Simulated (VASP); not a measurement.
**Br: relaxation of cell and atoms with PBE**

Crystal: Br.

```
Br
1.0
     1.87000    1.87000    1.87000
    -1.87000    1.87000    1.87000
    -1.87000   -1.87000    1.87000
Br
1
Direct
  0.00000 0.00000 0.00000
```

```
Program                : VASP 6.6.1
Task                   : relaxation of cell and atoms
Functional             : PBE
Potentials or basis    : VASP PAW PBE potentials, release 64 (Br)
Cutoff                 : 500 eV
k mesh                 : 8 × 8 × 8
Occupations            : fermi-dirac, width 0.05 eV
Spin                   : no spin polarisation
Target pressure        : 10 GPa
Dipole correction      : no
Further INCAR settings : ALGO = Normal; EDIFF = 1e-07; IBRION = 2; EDIFFG = -0.03; NSW = 80; ISIF = 3
```

| Item | Value |
| --- | --- |
| Relaxed volume | 21.95 Å³/atom |
| Relaxed cell | a = 3.055 Å, b = 3.055 Å, c = 3.055 Å, α = 70.53°, β = 109.47°, γ = 70.53° |
| Space group after relaxing (to 0.1 Å) | Im-3m (No. 229) |
| Energy change on relaxing (the run minimises the enthalpy) | +123.2 meV/atom |
| Ionic steps | 3 |
| Pressure after relaxing | 10.0 GPa |
| Band gap on the k mesh | zero (an odd number of electrons rules out a gap without spin polarisation) |

The path:
```
step  energy change (eV)  largest force (eV/Å)  pressure (GPa)  volume (Å³)
   1              0.0000                0.0000            0.87        26.16
   2              0.2011                0.0000           14.10        20.91
   3              0.1232                0.0000           10.02        21.95
```

Final structure:
```
CELL_PARAMETERS angstrom
1.76381 1.76381 1.76381
-1.76381 1.76381 1.76381
-1.76381 -1.76381 1.76381
ATOMIC_POSITIONS crystal
Br 0.00000 0.00000 0.00000
```

Levels at points of the mesh, in eV from the Fermi level:
```tsv
k point	band 1	band 2	band 3	band 4	band 5	band 6	band 7
(0.00, 0.00, 0.00)	-16.68	1.13	1.13	1.13	9.15	12.79	12.79
(0.50, 0.00, 0.00)	-14.46	-5.95	-0.96	0.69	7.32	9.25	17.48
(0.50, 0.50, 0.50)	-13.04	-3.37	-3.37	-3.37	5.50	5.50	21.89
```

It took 8.1 s on 1 thread of Intel(R) Xeon(R) Platinum 8375C CPU @ 2.90GHz (Ice Lake), on a shared host, peak memory 0.14 GiB.

Caveat: the cell is relaxed towards a set pressure, so the run minimises the enthalpy, not the energy; the volume moved by over 15 % at a fixed basis, so the end points are rough; an odd number of electrons without spin polarisation forces a metal; a magnetic or distorted state may lie lower.
